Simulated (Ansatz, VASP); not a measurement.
# Al6H in VASP and in Ansatz

File INCAR:

```
PREC     = Accurate       # precision mode
ENCUT    = 520            # plane-wave cutoff, eV
EDIFF    = 1E-6           # SCF threshold, eV
ISMEAR   = 0              # smearing method
SIGMA    = 0.1            # smearing width, eV
LREAL    = False          # projectors in reciprocal space
LASPH    = True           # aspherical terms in the spheres
NELM     = 60             # most SCF steps
ALGO     = Normal         # electronic algorithm
ISIF     = 2              # what is computed and relaxed
LWAVE    = False          # write WAVECAR
LCHARG   = True           # write CHGCAR
LDIPOL   = True         
IDIPOL   = 3            
DIPOL    = 0.5 0.5 0.299
GGA      = PE             # functional
LELF     = True           # ELF
LVHAR    = True         
LVACPOTAV= True         
NBANDS   = 32             # bands
```

KPOINTS

```
regular mesh
0
Gamma
  5 5 1
```

POSCAR

```
Al6H
1.0
    5.7135165837      0.0000000000      0.0000000000
    0.0000000000      5.7135165837      0.0000000000
    0.0000000000      0.0000000000     22.1746954375
Al H
12 2
Direct
    0.2500000000      0.2500000000      0.1803857921
    0.2500000000      0.7500000000      0.1803857921
    0.7500000000      0.2500000000      0.1803857921
    0.7500000000      0.7500000000      0.1803857921
    0.0000000000      0.0000000000      0.2744050924
    0.0000000000      0.5000000000      0.2744050924
    0.5000000000      0.0000000000      0.2744050924
    0.5000000000      0.5000000000      0.2744050924
    0.2500000000      0.2500000000      0.3686497278
    0.2500000000      0.7500000000      0.3686497278
    0.7500000000      0.2500000000      0.3686497278
    0.7500000000      0.7500000000      0.3686497278
    0.0000000000     -0.1033514109      0.4466665829
    0.0000000000      0.1033514109      0.4466665829
```

Input for Ansatz:

```yaml
crystal:
  lattice:
    - [5.7135165837, 0.0, 0.0]
    - [0.0, 5.7135165837, 0.0]
    - [0.0, 0.0, 22.1746954375]
  atoms:
    - { symbol: Al, position: [0.25, 0.25, 0.1803857921] }
    - { symbol: Al, position: [0.25, 0.75, 0.1803857921] }
    - { symbol: Al, position: [0.75, 0.25, 0.1803857921] }
    - { symbol: Al, position: [0.75, 0.75, 0.1803857921] }
    - { symbol: Al, position: [0.0, 0.0, 0.2744050924] }
    - { symbol: Al, position: [0.0, 0.5, 0.2744050924] }
    - { symbol: Al, position: [0.5, 0.0, 0.2744050924] }
    - { symbol: Al, position: [0.5, 0.5, 0.2744050924] }
    - { symbol: Al, position: [0.25, 0.25, 0.3686497278] }
    - { symbol: Al, position: [0.25, 0.75, 0.3686497278] }
    - { symbol: Al, position: [0.75, 0.25, 0.3686497278] }
    - { symbol: Al, position: [0.75, 0.75, 0.3686497278] }
    - { symbol: H, position: [0.0, -0.1033514109, 0.4466665829] }
    - { symbol: H, position: [0.0, 0.1033514109, 0.4466665829] }
basis:
  ecutwfc: 420
kpoints:
  mp_grid: { grid: [5, 5, 1] }
hamiltonian:
  xc: pbe
  pseudopotentials: { kind: paw, azcp: { folder: soft_1 } }
scf:
  occupations: { method: gaussian, width: 0.1 }
output:
  forces: true
  eigenvalues: true
efield:
  axis: 3
  dipole_correction: true
  ramp_width: 0.04
```

Alike in both runs: task single point; functional PBE; k mesh 5 × 5 × 1; occupations gaussian, width 0.1 eV; no spin polarisation.

|  | VASP | Ansatz |
| --- | --- | --- |
| version | VASP 6.6.1 | Ansatz 0.2.0 |
| potentials or method | VASP PAW PBE potentials, release 64 (Al, H), cutoff 520 eV | scalar-relativistic, plane waves, PAW |
| valence electrons in the cell | 38 | 38 |

VASP gave:

* gap on the k mesh at the Fermi level (eV): none
* rms of the force components (eV/Å): 0.449
* work function, face that differs most (eV): 4.33

Q: Which values does Ansatz return?

A: gap on the k mesh at the Fermi level (eV): none; rms of the force components (eV/Å): 0.448; work function, face that differs most (eV): 4.33.

Atom by atom the forces differ by 0.001 eV/Å (rms over components). A gap of «none» marks a metal or a gap that the smearing closes. The functional is the same, so the differences come from potentials, cutoffs and numerics.
